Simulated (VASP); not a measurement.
Wanted: the native input for a VASP 6.6.1 run.

```yaml
Task: electric field gradients
Functional: PBE
Potentials_or_basis: VASP PAW PBE potentials, release 64 (Si, C)
Cutoff: 520 eV
k_mesh: 10 × 10 × 2
Occupations: fermi-dirac, width 0.02 eV
Spin: no spin polarisation
Dipole_correction: no
Further_INCAR_settings: ALGO = Normal; EDIFF = 1e-08; NBANDS = 36
```

The structure of SiC lies in POSCAR:

```
SiC
1.0
    3.0766210102      0.0000000000      0.0000000000
   -1.5383105051      2.6644319527      0.0000000000
    0.0000000000      0.0000000000     15.0980843200
Si C
6 6
Direct
    0.3333333333      0.6666666667      0.8329861500
    0.6666666667      0.3333333333      0.3329861500
    0.6666666667      0.3333333333      0.6665006000
    0.3333333333      0.6666666667      0.1665006000
    0.0000000000      0.0000000000      0.4997294200
    0.0000000000      0.0000000000      0.9997294200
    0.0000000000      0.0000000000      0.8743664100
    0.0000000000      0.0000000000      0.3743664100
    0.3333333333      0.6666666667      0.7079967800
    0.6666666667      0.3333333333      0.2079967800
    0.6666666667      0.3333333333      0.5415216400
    0.3333333333      0.6666666667      0.0415216400
```

The input as run:

INCAR

```
PREC     = Accurate       # precision mode
ENCUT    = 520            # plane-wave cutoff, eV
EDIFF    = 1E-8           # SCF threshold, eV
ISMEAR   = -1             # smearing method
SIGMA    = 0.02           # smearing width, eV
LREAL    = False          # projectors in reciprocal space
LASPH    = True           # aspherical terms in the spheres
NELM     = 80             # most SCF steps
ALGO     = Normal         # electronic algorithm
ISIF     = 2              # what is computed and relaxed
LWAVE    = False          # write WAVECAR
LCHARG   = False          # write CHGCAR
GGA      = PE             # functional
LEFG     = True         
NBANDS   = 36             # bands
```

KPOINTS

```
Automatic mesh
0
Gamma
  10 10 2
```

Potentials or basis: VASP PAW PBE potentials, release 64 (Si, C).

The run is started by

```sh
$ cat potpaw_PBE.64/Si/POTCAR potpaw_PBE.64/C/POTCAR > POTCAR
$ mpirun -np 1 vasp_std > vasp.out
```

Results of the run:

```json
{
 "Pressure": "3.9 GPa",
 "Largest force": "0.007 eV/Å",
 "Band gap on the k mesh": "2.02 eV (least direct gap 3.12 eV)",
 "Largest electric field gradient by atom": "Si +2.5, +2.0, -0.5 (each value once); C +2.1, +0.2, +0.5 (each value once) V/Å²"
}
```

Caveat: the cell stands under pressure; without QUAD_EFG the Cq values of the log hold for a quadrupole moment of 1 mb, not for the nuclei.

It took 3.3 min on 1 thread of Intel Xeon 8259CL (shared host), peak memory 0.28 GiB.
